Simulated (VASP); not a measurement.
# Sc (P6_3/mmc) in VASP: further runs

Sc is run at these levels: PBEsol; tasks: single point.

Everything below comes from runs of VASP 6.6.1. Logs are shortened: lines on timing, memory, paths and dates and some standing lists are left out, and cuts for length are marked.

### 1 The cell of the first run

It takes space group P6_3/mmc (No. 194, hexagonal). Conventional cell: a = 3.441 Å, b = 3.441 Å, c = 5.286 Å, α = 90.00°, β = 90.00°, γ = 120.00°. Within 4.3 Å of Sc (site symmetry -6m2) lie 12 Sc at 3.31 to 3.44 Å.

### 2 Single point, PBEsol

Contents of INCAR:

```
SYSTEM = Sc
PREC = Accurate
ENCUT = 520
EDIFF = 1E-7
ISMEAR = 0
SIGMA = 0.15
LREAL = .False.
LASPH = .True.
NELM = 100
ALGO = Fast
ISIF = 2
LWAVE = .False.
LCHARG = .False.
GGA = PS
NBANDS = 18
```

Contents of KPOINTS:

```
regular mesh
0
Gamma
  15 15 10
  0 0 0
```

Contents of POSCAR:

```
Sc
1.0
    3.4408000000      0.0000000000      0.0000000000
   -1.7204000000      2.9798202094      0.0000000000
    0.0000000000      0.0000000000      5.2857000000
Sc
2
Direct
    0.3333333333      0.6666666667      0.2500000000
    0.6666666667      0.3333333333      0.7500000000
```

Potentials or basis: VASP PAW PBE potentials, release 64 (Sc_sv).

The run is started by

```bash
> cat potpaw_PBE.64/Sc_sv/POTCAR > POTCAR
> mpirun -np 1 vasp_std > vasp.out
```

OUTCAR:

```text
SYSTEM = Sc
   PREC = Accurate
   ENCUT = 520
   EDIFF = 1E-7
   ISMEAR = 0
   LREAL = .False.
   LASPH = .True.
   NELM = 100
   ISIF = 2
   GGA = PS

 ion  position               nearest neighbor table
   1  0.333  0.667  0.250-   2 3.31   2 3.31   2 3.31   2 3.31   2 3.31   2 3.31
   2  0.667  0.333  0.750-   1 3.31   1 3.31   1 3.31   1 3.31   1 3.31   1 3.31

  LATTYP: Found a hexagonal cell.
 ALAT       =     3.4408000000
 C/A-ratio  =     1.5361834457

  Lattice vectors:

 A1 = (   3.4408000000,   0.0000000000,   0.0000000000)
 A2 = (  -1.7204000000,   2.9798202094,   0.0000000000)
 A3 = (   0.0000000000,   0.0000000000,   5.2857000000)

Analysis of symmetry for initial positions (statically):
=====================================================================
 Subroutine PRICEL returns:
 Original cell was already a primitive cell.

 Routine SETGRP: Setting up the symmetry group for a
 hexagonal supercell.

 Subroutine GETGRP returns: Found 24 space group operations
 (whereof 12 operations were pure point group operations)
 out of a pool of 24 trial point group operations.

The static configuration has the point symmetry D_3d.
 The point group associated with its full space group is D_6h.

Analysis of symmetry for dynamics (positions and initial velocities):
=====================================================================
 Subroutine PRICEL returns:
 Original cell was already a primitive cell.

 Routine SETGRP: Setting up the symmetry group for a
 hexagonal supercell.

 Subroutine GETGRP returns: Found 24 space group operations
 (whereof 12 operations were pure point group operations)
 out of a pool of 24 trial point group operations.

The dynamic configuration has the point symmetry D_3d.
 The point group associated with its full space group is D_6h.

 Subroutine INISYM returns: Found 24 space group operations
 (whereof 12 operations are pure point group operations),
 and found     1 'primitive' translations

----------------------------------------------------------------------------------------

                                     Primitive cell

  volume of cell :      54.1941

  direct lattice vectors                    reciprocal lattice vectors
     3.440800000  0.000000000  0.000000000     0.290630086  0.167795358  0.000000000
    -1.720400000  2.979820209  0.000000000     0.000000000  0.335590717  0.000000000
     0.000000000  0.000000000  5.285700000     0.000000000  0.000000000  0.189189701

  length of vectors
[... 82 lines left out ...]
   EDIFF  = 0.1E-06   stopping-criterion for ELM
   LREAL  =      F    real-space projection
   EDIFFG = 0.1E-05   stopping-criterion for IOM
   NSW    =      0    number of steps for IOM
   IBRION =     -1    ionic relax: 0-MD 1-quasi-New 2-CG
   NFREE  =      0    steps in history (QN), initial steepest desc. (CG)
   ISIF   =      2    stress and relaxation
   ISYM   =      2    0-nonsym 1-usesym 2-fastsym
   POTIM  = 0.5000    time-step for ionic-motion
   TEBEG  =    0.0;   TEEND  =   0.0 temperature during run
   PSTRESS=    0.0 pullay stress
   NELECT =      22.0000    total number of electrons
   NUPDOWN=      -1.0000    fix difference up-down
   EMIN   =  10.00;   EMAX   =-10.00  energy-range for DOS
   EFERMI =   0.00;   METHOD = LEGACY
   ISMEAR =     0;   SIGMA  =   0.15  broadening in eV -4-tet -1-fermi 0-gaus
   EFERMI_NEDOS =   21; number of points for ismear=-14 and -15
   IALGO  =     68    algorithm
   IMIX   =      4    mixing-type and parameters
     AMIX     =   0.40;   BMIX     =  1.00
     AMIX_MAG =   1.60;   BMIX_MAG =  1.00
  volume/ion in A,a.u.               =      27.10       182.86
  Fermi-wavevector in a.u.,A,eV,Ry     =   1.212174  2.290677 19.991944  1.469366
  Thomas-Fermi vector in A             =   2.347667
   LORBIT       =      0    0 simple, 1 ext, 2 COOP (PROOUT), +10 PAW based schemes
   GGA     = PS    functional components
   LHFCALC =     F    Hartree Fock is set to
   AEXX    =    0.0000 exact exchange contribution
   IVDW    =     0    specifies the selected vdW correction
   LEPSILON=     F    determine dielectric tensor
   LRPA    =     F    only Hartree local field effects (RPA)
 non-spin polarized calculation
 RMM-DIIS sequential band-by-band and
 Gauss-broadening in eV      SIGMA  =   0.15
  energy-cutoff  :      520.00
  volume of cell :       54.19
 maximum number of plane-waves:      1479
 NGX is ok and might be reduce to    28
   NGX = 13   NGY = 13   NGZ = 19

 number of electron      22.0000000 magnetization

 Free energy of the ion-electron system (eV)
  ---------------------------------------------------
  ext. energy  EPLUGINS =         0.00000000
  ---------------------------------------------------
  free energy    TOTEN  =       -13.08919451 eV

  energy without entropy =      -13.03871071  energy(sigma->0) =      -13.06395261

 E-fermi :   3.0396     XC(G=0):  -9.6086

 val. band max:        3.0394554921   @ k =   0.3333   0.1333   0.3000
 cond. band min:       3.0427204624   @ k =   0.3333   0.0667   0.2000
 fundamental gap:      0.0032649703
 Fermi energy:         3.0395519275

 k-point     1 :       0.0000    0.0000    0.0000
  band No.  band energies     occupation
      1     -46.4115      2.00000
      2     -46.3608      2.00000
      3     -25.2633      2.00000
      4     -25.0179      2.00000
      5     -25.0179      2.00000
      6     -24.9640      2.00000
[... 481 lines left out ...]
      5     -25.1060      2.00000
      6     -25.1050      2.00000
[... 10 lines left out ...]
     17       6.4397      0.00000
     18       6.5864      0.00000

 [... further k-points ...]

------------------------ aborting loop because EDIFF is reached ----------------------------------------

  FORCE on cell =-STRESS in cart. coord.  units (eV):
  Direction    XX          YY          ZZ          XY          YZ          ZX
  --------------------------------------------------------------------------------------
  -------------------------------------------------------------------------------------
  Total       -2.1934877     -2.1934877     -1.8748014     -0.0000000      0.0000000      0.0000000
  in kB      -64.8475826    -64.8475826    -55.4260411     -0.0000000      0.0000000      0.0000000
  external PRESSURE =     -61.7070688 kB  Pullay stress =       0.0000000 kB

 VOLUME and BASIS-vectors are now :
 -----------------------------------------------------------------------------
  energy-cutoff  :      520.00
  volume of cell :       54.19
      direct lattice vectors                 reciprocal lattice vectors
     3.440800000  0.000000000  0.000000000     0.290630086  0.167795358  0.000000000
    -1.720400000  2.979820209  0.000000000     0.000000000  0.335590717  0.000000000
     0.000000000  0.000000000  5.285700000     0.000000000  0.000000000  0.189189701

 POSITION                                       TOTAL-FORCE (eV/Angst)
 -----------------------------------------------------------------------------------
     -0.00000      1.98655      1.32143        -0.000000      0.000000      0.000000
      1.72040      0.99327      3.96428         0.000000      0.000000      0.000000
 -----------------------------------------------------------------------------------
    total drift:                               -0.000000      0.000000     -0.000000

  FREE ENERGIE OF THE ION-ELECTRON SYSTEM (eV)
  ---------------------------------------------------
  free  energy   TOTEN  =       -13.0891945060 eV

  energy  without entropy=      -13.0387107146  energy(sigma->0) =      -13.06395261
```

It took 5.8 min on 1 thread of Intel Xeon 8259CL, shared host; peak memory 0.27 GiB.

What came out:

- Free energy: -13.0892 eV
- Pressure: -6.2 GPa
- Band gap on the k mesh: zero (bands 11 and 12 overlap by 1.39 eV)

Caveat: the cell stands under tension; the PAW data sets were made with another functional, which shifts forces and pressure a little.

### 3 Single point, PBEsol

This run uses another cell than the first one, of 27.36 Å³/atom.

Contents of INCAR:

```
  ALGO = Fast
  EDIFF = 1E-6
  ENCUT = 520
  GGA = PS
  ISIF = 2
  ISMEAR = 0
  LASPH = True
  LCHARG = False
  LREAL = False
  LWAVE = False
  NBANDS = 18
  NELM = 80
  PREC = Accurate
  SIGMA = 0.15
```

Contents of KPOINTS:

```
k-points
0
Gamma
  15 15 10
```

Edit POSCAR of step 2 so:

```diff
@@ -4,3 +4,3 @@
    -1.7204000000      2.9798202094      0.0000000000
-    0.0000000000      0.0000000000      5.2857000000
+    0.0000000000      0.0000000000      5.3365000000
 Sc
```

Potentials or basis: VASP PAW PBE potentials, release 64 (Sc_sv).

The run is started by

```bash
> cat potpaw_PBE.64/Sc_sv/POTCAR > POTCAR
> mpirun -np 1 vasp_std > vasp.out
```

Wall time 5.3 min (1 thread of Intel Xeon 8259CL, shared host); peak memory 0.27 GiB.

It converged, with:

```
Free energy            : -13.0702 eV
Pressure               : -6.5 GPa
Band gap on the k mesh : zero (bands 11 and 12 overlap by 1.34 eV)
```

Stress tensor (GPa, compression positive):
```
-6.61  0.00  0.00
 0.00 -6.61  0.00
 0.00  0.00 -6.24
```

Levels at points of the mesh, in eV from the Fermi level:
| k point | band 9 | band 10 | band 11 | band 12 | band 13 | band 14 |
| --- | --- | --- | --- | --- | --- | --- |
| (0.00, 0.00, 0.00) | -4.92 | -1.50 | 0.46 | 1.45 | 1.45 | 1.70 |
| (0.00, 0.00, 0.50) | -3.48 | -3.48 | 0.92 | 0.92 | 1.37 | 1.37 |

Caveat: the cell stands under tension; the PAW data sets were made with another functional, which shifts forces and pressure a little.
